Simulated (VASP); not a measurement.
# I (P-1) in VASP: further runs

Runs on I. Level: PBEsol+D3(BJ). Tasks: single point.

Everything below comes from runs of VASP 6.6.1. Logs are shortened: lines on timing, memory, paths and dates and some standing lists are left out, and cuts for length are marked.

## (1) The cell of the first run

The typed cell holds 2 atoms: a = 3.619 Å, b = 3.619 Å, c = 7.100 Å, α = 106.03°, β = 111.16°, γ = 109.47°.

## (2) Single point, PBEsol+D3(BJ)

INCAR reads:

```
SYSTEM = I
  PREC = Accurate
  ENCUT = 520
  EDIFF = 1E-6
  ISMEAR = 0
  SIGMA = 0.1
  LREAL = .FALSE.
  LASPH = .TRUE.
  NELM = 80
  ALGO = Normal
  ISIF = 2
  LWAVE = .FALSE.
  LCHARG = .FALSE.
  GGA = PS
  IVDW = 12
  NBANDS = 14
```

KPOINTS reads:

```
Automatic mesh
0
G
  6 6 6
  0 0 0
```

POSCAR reads:

```
I
1.0
   -2.0893750000      2.0893750000      2.0893750000
    2.0893750000     -2.0893750000      2.0893750000
    4.4399218750      3.9175781250     -3.9175781250
I
2
Direct
    0.0000000000      0.0000000000      0.0000000000
    0.0000000000     -0.0625000000      0.5000000000
```

Potentials or basis: VASP PAW PBE potentials, release 64 (I).

Command:

```
> cat potpaw_PBE.64/I/POTCAR > POTCAR
> mpirun -np 1 vasp_std > vasp.out
```

OUTCAR:

```text
SYSTEM = I
   PREC = Accurate
   ENCUT = 520
   EDIFF = 1E-6
   ISMEAR = 0
   LREAL = .FALSE.
   LASPH = .TRUE.
   NELM = 80
   ISIF = 2
   GGA = PS
   IVDW = 12
 IVDW          = 12

 ion  position               nearest neighbor table
   1  0.000  0.000  0.000-   2 3.49
   2  0.000  0.938  0.500-   1 3.49

  LATTYP: Found a triclinic cell.
 ALAT       =     3.6189036561
 B/A-ratio  =     1.0000000000
 C/A-ratio  =     1.6377703339
 COS(alpha) =     0.0254410926
 COS(beta)  =     0.0763232777
 COS(gamma) =     0.3333333333

  Lattice vectors:

 A1 = (   2.0893750000,  -2.0893750000,   2.0893750000)
 A2 = (   2.0893750000,  -2.0893750000,  -2.0893750000)
 A3 = (   4.4399218750,   3.9175781250,   0.2611718750)

Analysis of symmetry for initial positions (statically):
=====================================================================
 Subroutine PRICEL returns:
 Original cell was already a primitive cell.

 Routine SETGRP: Setting up the symmetry group for a
 triclinic supercell.

 Subroutine GETGRP returns: Found  2 space group operations
 (whereof  1 operations were pure point group operations)
 out of a pool of  2 trial point group operations.

The static configuration has the point symmetry C_1 .
 The point group associated with its full space group is S_2 .

Analysis of symmetry for dynamics (positions and initial velocities):
=====================================================================
 Subroutine PRICEL returns:
 Original cell was already a primitive cell.

 Routine SETGRP: Setting up the symmetry group for a
 triclinic supercell.

 Subroutine GETGRP returns: Found  2 space group operations
 (whereof  1 operations were pure point group operations)
 out of a pool of  2 trial point group operations.

The dynamic configuration has the point symmetry C_1 .
 The point group associated with its full space group is S_2 .

 Subroutine INISYM returns: Found  2 space group operations
 (whereof  1 operations are pure point group operations),
 and found     1 'primitive' translations

----------------------------------------------------------------------------------------

                                     Primitive cell

  volume of cell :      72.9691

  direct lattice vectors                    reciprocal lattice vectors
    -2.089375000  2.089375000  2.089375000     0.000000000  0.239306013  0.239306013
     2.089375000 -2.089375000  2.089375000     0.224349387 -0.014956626  0.239306013
     4.439921875  3.917578125 -3.917578125     0.119653006  0.119653006  0.000000000

  length of vectors
     3.618903656  3.618903656  7.099841054     0.338429809  0.328365217  0.169214904

  position of ions in fractional coordinates (direct lattice)
     0.000000000  0.000000000  0.000000000
     0.000000000  0.937500000  0.500000000

  ion indices of the primitive-cell ions
   primitive index   ion index
                 1           1
                 2           2

----------------------------------------------------------------------------------------

 KPOINTS: Automatic mesh

Automatic generation of k-mesh.
 Grid dimensions read from file:
 generate k-points for:    6    6    6

 Generating k-lattice:

  Cartesian coordinates                     Fractional coordinates (reciprocal lattice)
     0.000000000  0.039884335  0.039884335     0.166666667  0.000000000  0.000000000
     0.037391564 -0.002492771  0.039884335     0.000000000  0.166666667  0.000000000
     0.019942168  0.019942168  0.000000000     0.000000000  0.000000000  0.166666667

  Length of vectors
     0.056404968  0.054727536  0.028202484

  Shift w.r.t. Gamma in fractional coordinates (k-lattice)
     0.000000000  0.000000000  0.000000000

 Subroutine IBZKPT returns following result:
 ===========================================

 Found    112 irreducible k-points:

 Following reciprocal coordinates:
            Coordinates               Weight
  0.000000  0.000000  0.000000      1.000000
  0.166667  0.000000  0.000000      2.000000
  0.333333  0.000000  0.000000      2.000000
  0.500000  0.000000  0.000000      1.000000
  0.000000  0.166667 -0.000000      2.000000
  0.166667  0.166667  0.000000      2.000000
[... 16 lines left out ...]
  0.333333  0.000000  0.166667      2.000000
  0.500000  0.000000  0.166667      2.000000
 [... further k-points ...]
   k-points           NKPTS =    112   k-points in BZ     NKDIM =    112   number of bands    NBANDS=     14
   number of dos      NEDOS =    301   number of ions     NIONS =      2
   total plane-waves  NPLWV =  42336
   dimension x,y,z NGX =    28 NGY =   28 NGZ =   54
   dimension x,y,z NGXF=    56 NGYF=   56 NGZF=  108
   ions per type =               2
   NGX,Y,Z   is equivalent  to a cutoff of  12.86, 12.86, 12.64 a.u.
   NGXF,Y,Z  is equivalent  to a cutoff of  25.73, 25.73, 25.29 a.u.
 SYSTEM =  I
   PREC   = accura    normal or accurate (medium, high low for compatibility)
   ISTART =      0    job   : 0-new  1-cont  2-samecut
   ICHARG =      2    charge: 1-file 2-atom 10-const
   ISPIN  =      1    spin polarized calculation?
   LNONCOLLINEAR =      F non collinear calculations
   LSORBIT =      F    spin-orbit coupling
   LASPH  =      T    aspherical Exc in radial PAW
   ENCUT  =  520.0 eV  38.22 Ry    6.18 a.u.   6.73  6.73 13.20*2*pi/ulx,y,z
   NELM   =     80;   NELMIN=  2; NELMDL= -5     # of ELM steps
   EDIFF  = 0.1E-05   stopping-criterion for ELM
   LREAL  =      F    real-space projection
   EDIFFG = 0.1E-04   stopping-criterion for IOM
   NSW    =      0    number of steps for IOM
   IBRION =     -1    ionic relax: 0-MD 1-quasi-New 2-CG
   NFREE  =      0    steps in history (QN), initial steepest desc. (CG)
   ISIF   =      2    stress and relaxation
   ISYM   =      2    0-nonsym 1-usesym 2-fastsym
   POTIM  = 0.5000    time-step for ionic-motion
   TEBEG  =    0.0;   TEEND  =   0.0 temperature during run
   PSTRESS=    0.0 pullay stress
   NELECT =      14.0000    total number of electrons
   NUPDOWN=      -1.0000    fix difference up-down
   EMIN   =  10.00;   EMAX   =-10.00  energy-range for DOS
   EFERMI =   0.00;   METHOD = LEGACY
   ISMEAR =     0;   SIGMA  =   0.10  broadening in eV -4-tet -1-fermi 0-gaus
   EFERMI_NEDOS =   21; number of points for ismear=-14 and -15
   IALGO  =     38    algorithm
   IMIX   =      4    mixing-type and parameters
     AMIX     =   0.40;   BMIX     =  1.00
     AMIX_MAG =   1.60;   BMIX_MAG =  1.00
  volume/ion in A,a.u.               =      36.48       246.21
  Fermi-wavevector in a.u.,A,eV,Ry     =   0.944215  1.784309 12.130177  0.891543
  Thomas-Fermi vector in A             =   2.071999
   LORBIT       =      0    0 simple, 1 ext, 2 COOP (PROOUT), +10 PAW based schemes
   GGA     = PS    functional components
   LHFCALC =     F    Hartree Fock is set to
   AEXX    =    0.0000 exact exchange contribution
   IVDW    =    12    specifies the selected vdW correction
   LEPSILON=     F    determine dielectric tensor
   LRPA    =     F    only Hartree local field effects (RPA)
 non-spin polarized calculation
 Gauss-broadening in eV      SIGMA  =   0.10
  energy-cutoff  :      520.00
  volume of cell :       72.97
 maximum number of plane-waves:      1980
   NGX = 13   NGY = 13   NGZ = 27

 number of electron      14.0000000 magnetization

 Free energy of the ion-electron system (eV)
  ---------------------------------------------------
  ext. energy  EPLUGINS =         0.00000000
  ---------------------------------------------------
  free energy    TOTEN  =        -2.74517384 eV

  energy without entropy =       -2.72936690  energy(sigma->0) =       -2.73727037

 E-fermi :   3.9693     XC(G=0):  -9.0901

 val. band max:        3.9646141891   @ k =  -0.1667  -0.1667   0.3333
 cond. band min:       3.9757690836   @ k =   0.5000  -0.1667   0.1667
 fundamental gap:      0.0111548944
 Fermi energy:         3.9693021772

 k-point     1 :       0.0000    0.0000    0.0000
  band No.  band energies     occupation
      1      -9.3488      2.00000
      2      -7.9492      2.00000
      3      -0.4075      2.00000
      4       3.2591      2.00000
      5       4.4486      0.00000
      6       4.6105      0.00000
      7       4.8053      0.00000
      8       4.8958      0.00000
      9       9.6829      0.00000
     10      10.5913      0.00000
     11      11.1923      0.00000
     12      13.2319      0.00000
     13      13.7648      0.00000
     14      14.1398      0.00000

 k-point     2 :       0.1667    0.0000    0.0000
  band No.  band energies     occupation
      1      -9.0733      2.00000
      2      -7.9581      2.00000
      3       0.0612      2.00000
      4       2.4930      2.00000
      5       3.0889      2.00000
      6       4.1308      0.02241
      7       4.2844      0.00001
      8       4.7350      0.00000
      9      10.7489      0.00000
     10      11.4506      0.00000
     11      12.1201      0.00000
     12      12.3554      0.00000
     13      13.3687      0.00000
     14      14.9850      0.00000

 k-point     3 :       0.3333    0.0000    0.0000
  band No.  band energies     occupation
      1      -8.4152      2.00000
      2      -7.9426      2.00000
      3       0.0469      2.00000
      4       0.7316      2.00000
      5       2.4519      2.00000
      6       3.5500      2.00000
      7       4.2109      0.00063
      8       4.4688      0.00000
      9      10.1406      0.00000
     10      10.9722      0.00000
     11      11.1981      0.00000
     12      12.0673      0.00000
     13      14.6841      0.00000
     14      15.5283      0.00000
[... 324 lines left out ...]
 k-point    23 :       0.3333    0.0000    0.1667
  band No.  band energies     occupation
      1      -8.2212      2.00000
      2      -8.1534      2.00000
      3       0.2303      2.00000
      4       0.3500      2.00000
      5       3.2165      2.00000
      6       3.2266      2.00000
      7       4.1525      0.00959
      8       4.4583      0.00000
      9      10.1894      0.00000
     10      10.3561      0.00000
     11      11.4151      0.00000
     12      11.8430      0.00000
     13      14.6217      0.00000
     14      15.1094      0.00000

 k-point    24 :       0.5000    0.0000    0.1667
  band No.  band energies     occupation
      1      -8.0076      2.00000
      2      -7.9249      2.00000
      3      -0.2892      2.00000
      4      -0.1858      2.00000
      5       2.9603      2.00000
      6       3.1039      2.00000
      7       4.0781      0.12377
      8       4.4207      0.00000
      9       9.9008      0.00000
     10      10.1392      0.00000
     11      11.1476      0.00000
     12      11.7576      0.00000
     13      14.9682      0.00000
     14      16.3315      0.00000

 [... further k-points ...]

------------------------ aborting loop because EDIFF is reached ----------------------------------------

 Edisp (eV)   -0.65543

 E8    (eV) :    -0.4352

  FORCE on cell =-STRESS in cart. coord.  units (eV):
  Direction    XX          YY          ZZ          XY          YZ          ZX
  --------------------------------------------------------------------------------------
  -------------------------------------------------------------------------------------
  Total      -2.05605    -1.79604    -2.00926    -0.00121     0.61572     0.65125
  in kB     -45.14459   -39.43559   -44.11707    -0.02658    13.51941    14.29943
  external pressure =      -42.90 kB  Pullay stress =        0.00 kB

 VOLUME and BASIS-vectors are now :
 -----------------------------------------------------------------------------
  energy-cutoff  :      520.00
  volume of cell :       72.97
      direct lattice vectors                 reciprocal lattice vectors
    -2.089375000  2.089375000  2.089375000     0.000000000  0.239306013  0.239306013
     2.089375000 -2.089375000  2.089375000     0.224349387 -0.014956626  0.239306013
     4.439921875  3.917578125 -3.917578125     0.119653006  0.119653006  0.000000000

 POSITION                                       TOTAL-FORCE (eV/Angst)
 -----------------------------------------------------------------------------------
      0.00000      0.00000      0.00000        -0.050987      0.017347     -0.067341
      4.17875      0.00000      0.00000         0.050987     -0.017347      0.067341
 -----------------------------------------------------------------------------------
    total drift:                                0.000000     -0.000000      0.000000

  FREE ENERGIE OF THE ION-ELECTRON SYSTEM (eV)
  ---------------------------------------------------
  free  energy   TOTEN  =        -3.4006054880 eV

  energy  without entropy=       -3.3847985446  energy(sigma->0) =       -3.39270202
```

Run time: 82 s. Hardware: 1 thread of Intel Xeon Platinum 8259CL at 2.50GHz (Skylake/Cascade Lake), shared host; peak memory 0.26 GiB.

Results:

```yaml
Free_energy: -3.4006 eV
Pressure: -4.3 GPa
Largest_force: 0.086 eV/Å
Band_gap_on_the_k_mesh: zero (band 7 reaches 4.81 eV, above the bottom of band 8 at 2.77 eV)
Dispersion_energy_per_atom: -0.328 eV
```

Forces in eV/Å, atoms in the order of the input:
```
I   -0.051  0.017 -0.067
I    0.051 -0.017  0.067
```

Levels at points of the mesh, in eV from the Fermi level:
```
           k point  band 4  band 5  band 6  band 7  band 8  band 9  band 10  band 11
(0.00, 0.00, 0.00)   -0.71    0.48    0.64    0.84    0.93    5.71     6.62     7.22
(0.50, 0.00, 0.00)   -4.29   -0.73   -0.72    0.34    0.57    5.62     5.73     6.86
(0.00, 0.50, 0.00)   -4.29   -1.08   -0.50    0.26    0.68    5.39     6.00     6.81
(0.50, 0.50, 0.00)   -2.88   -2.50   -2.16   -0.83    0.44    4.41     4.67     5.62
(0.00, 0.00, 0.50)   -2.11   -0.13   -0.01    0.64    0.66    6.79     6.91     7.98
(0.50, 0.00, 0.50)   -3.54   -2.04   -1.82   -0.15    0.25    6.58     7.37     8.51
(0.00, 0.50, 0.50)   -3.38   -2.29   -1.47   -0.12    0.17    6.81     7.23     7.85
(0.50, 0.50, 0.50)   -3.59   -1.84   -1.81   -1.24   -1.14    5.93     5.99     7.33
```

Caveat: the PAW data sets were made with another functional, which shifts forces and pressure a little; spin-orbit coupling is left out, which moves the levels of the heavy elements; pairwise dispersion overbinds metals, which lowers pressure and volume.

## (3) Single point, PBEsol+D3(BJ)

INCAR reads:

```
SYSTEM = I
PREC = Accurate ; ENCUT = 520
EDIFF = 1E-7 ; ISMEAR = 0
SIGMA = 0.1 ; LREAL = .FALSE.
LASPH = .TRUE. ; NELM = 80
ALGO = Normal ; ISIF = 2
LWAVE = .FALSE. ; LCHARG = .FALSE.
GGA = PS ; IVDW = 12
NBANDS = 14
```

KPOINTS reads:

```
regular mesh
0
G
  6 6 6
  0 0 0
```

POSCAR reads:

```
I
1.0
   -2.0893750000      2.0893750000      2.0893750000
    2.0893750000     -2.0893750000      2.0893750000
    4.7010937500      3.6564062500     -3.6564062500
I
2
Direct
    0.0000000000      0.0000000000      0.0000000000
    0.0000000000     -0.1250000000      0.5000000000
```

Potentials or basis: VASP PAW PBE potentials, release 64 (I).

Command:

```
> cat potpaw_PBE.64/I/POTCAR > POTCAR
> mpirun -np 1 vasp_std > vasp.out
```

Run time: 85 s. Hardware: 1 thread of Intel Xeon Platinum 8259CL at 2.50GHz (Skylake/Cascade Lake), shared host; peak memory 0.25 GiB.

It converged, with:

| Item | Value |
| --- | --- |
| Free energy | -3.4093 eV |
| Pressure | -4.1 GPa |
| Largest force | 0.138 eV/Å |
| Band gap on the k mesh | zero (band 7 reaches 4.86 eV, above the bottom of band 8 at 3.01 eV) |
| Dispersion energy per atom | -0.328 eV |

Forces on the atoms (eV/Å):
```
I   -0.081  0.055 -0.098
I    0.081 -0.055  0.098
```

Stress tensor (GPa, compression positive):
```
-4.58 -0.28  1.39
-0.28 -3.64  1.69
 1.39  1.69 -4.16
```

Levels at points of the mesh, in eV from the Fermi level:
| k point | band 4 | band 5 | band 6 | band 7 | band 8 | band 9 | band 10 | band 11 |
| --- | --- | --- | --- | --- | --- | --- | --- | --- |
| (0.00, 0.00, 0.00) | -0.58 | 0.48 | 0.48 | 0.91 | 1.03 | 5.84 | 6.56 | 7.45 |
| (0.50, 0.00, 0.00) | -4.30 | -0.59 | -0.58 | 0.19 | 0.54 | 5.70 | 5.82 | 6.80 |
| (0.00, 0.50, 0.00) | -4.15 | -1.39 | -0.29 | 0.02 | 0.79 | 5.34 | 6.38 | 6.55 |
| (0.50, 0.50, 0.00) | -3.14 | -2.42 | -1.81 | -0.98 | 0.32 | 4.56 | 5.03 | 5.56 |
| (0.00, 0.00, 0.50) | -2.03 | -0.22 | 0.12 | 0.68 | 0.71 | 6.59 | 7.00 | 7.88 |
| (0.50, 0.00, 0.50) | -3.52 | -2.10 | -1.83 | -0.16 | 0.39 | 6.32 | 7.28 | 8.68 |
| (0.00, 0.50, 0.50) | -3.30 | -2.46 | -0.98 | -0.24 | 0.32 | 6.54 | 7.22 | 7.29 |
| (0.50, 0.50, 0.50) | -3.57 | -1.95 | -1.76 | -1.18 | -0.85 | 5.71 | 5.79 | 7.04 |

Caveat: the PAW data sets were made with another functional, which shifts forces and pressure a little; spin-orbit coupling is left out, which moves the levels of the heavy elements; pairwise dispersion overbinds metals, which lowers pressure and volume.

## (4) Single point, PBEsol+D3(BJ)

This run uses another cell than the first one, of the same volume but with other edges.

INCAR reads:

```
SYSTEM = I
  PREC = Accurate
  ENCUT = 520
  EDIFF = 1E-7
  ISMEAR = 0
  SIGMA = 0.1
  LREAL = .FALSE.
  LASPH = .TRUE.
  NELM = 100
  ALGO = Normal
  ISIF = 2
  LWAVE = .FALSE.
  LCHARG = .TRUE.
  GGA = PS
  IVDW = 12
  LELF = .TRUE.
  LVHAR = .TRUE.
  NBANDS = 14
```

KPOINTS reads:

```
Automatic mesh
0
G
  6 6 6
  0 0 0
```

POSCAR reads:

```
I
1.0
   -2.0893750000      2.0893750000      2.0893750000
    2.0893750000     -2.0893750000      2.0893750000
    4.9622656250      3.3952343750     -3.3952343750
I
2
Direct
    0.0000000000      0.0000000000      0.0000000000
    0.0000000000     -0.1875000000      0.5000000000
```

Command:

```
> cat potpaw_PBE.64/I/POTCAR > POTCAR
> mpirun -np 1 vasp_std > vasp.out
```

Run time: 85 s. Hardware: 1 thread of Intel Xeon Platinum 8259CL at 2.50GHz (Skylake/Cascade Lake), shared host; peak memory 0.25 GiB.

Results (log left out):

| Property | Result |
| --- | --- |
| Free energy | -3.4058 eV |
| Pressure | -3.9 GPa |
| Largest force | 0.104 eV/Å |
| Band gap on the k mesh | zero (band 7 reaches 4.94 eV, above the bottom of band 8 at 3.13 eV) |
| Dispersion energy per atom | -0.329 eV |

Forces in eV/Å, atoms in the order of the input:
```
I   -0.069  0.035 -0.069
I    0.069 -0.035  0.069
```

Stress tensor (GPa, compression positive):
```
-4.22 -0.23  0.49
-0.23 -3.67  1.57
 0.49  1.57 -3.71
```

Levels at points of the mesh, in eV from the Fermi level:
| k point | band 5 | band 6 | band 7 | band 8 | band 9 | band 10 |
| --- | --- | --- | --- | --- | --- | --- |
| (0.00, 0.00, 0.00) | 0.31 | 0.47 | 0.96 | 1.03 | 5.89 | 6.43 |
| (0.50, 0.00, 0.00) | -0.47 | -0.43 | 0.06 | 0.33 | 5.78 | 5.84 |
| (0.00, 0.50, 0.00) | -1.75 | -0.21 | -0.20 | 0.70 | 5.49 | 6.35 |
| (0.50, 0.50, 0.00) | -2.36 | -1.55 | -1.21 | 0.06 | 4.81 | 5.46 |
| (0.00, 0.00, 0.50) | -0.37 | 0.11 | 0.73 | 0.76 | 6.31 | 7.00 |
| (0.50, 0.00, 0.50) | -2.14 | -1.96 | -0.04 | 0.33 | 6.31 | 6.94 |
| (0.00, 0.50, 0.50) | -2.36 | -0.58 | -0.34 | 0.42 | 6.25 | 6.61 |
| (0.50, 0.50, 0.50) | -2.12 | -1.64 | -1.22 | -0.56 | 5.47 | 5.51 |

Caveat: the PAW data sets were made with another functional, which shifts forces and pressure a little; spin-orbit coupling is left out, which moves the levels of the heavy elements; pairwise dispersion overbinds metals, which lowers pressure and volume.

## (5) Overview

| cell | gap on the mesh (eV) | pressure (GPa) | largest force (eV/Å) |
| --- | --- | --- | --- |
| a = 3.619, b = 3.619, c = 7.100 Å, angles 106.0, 111.2, 109.5°, 2 atoms | none | -4.3 | 0.09 |
| a = 3.619, b = 3.619, c = 6.988 Å, angles 102.5, 112.9, 109.5°, 2 atoms | none | -4.1 | 0.14 |
| a = 3.619, b = 3.619, c = 6.905 Å, angles 98.8, 114.5, 109.5°, 2 atoms | none | -3.9 | 0.10 |

Alike in all rows: task single point; level PBEsol+D3(BJ); potentials or basis VASP PAW PBE potentials, release 64 (I); no spin polarisation; k mesh 6 × 6 × 6; cutoff (eV) 520; smearing gaussian 0.1 eV.

Caveats: the PAW data sets were made with another functional, which shifts forces and pressure a little; spin-orbit coupling is left out, which moves the levels of the heavy elements; pairwise dispersion overbinds metals, which lowers pressure and volume.

Absolute energies hang on the potentials; compare differences alone.
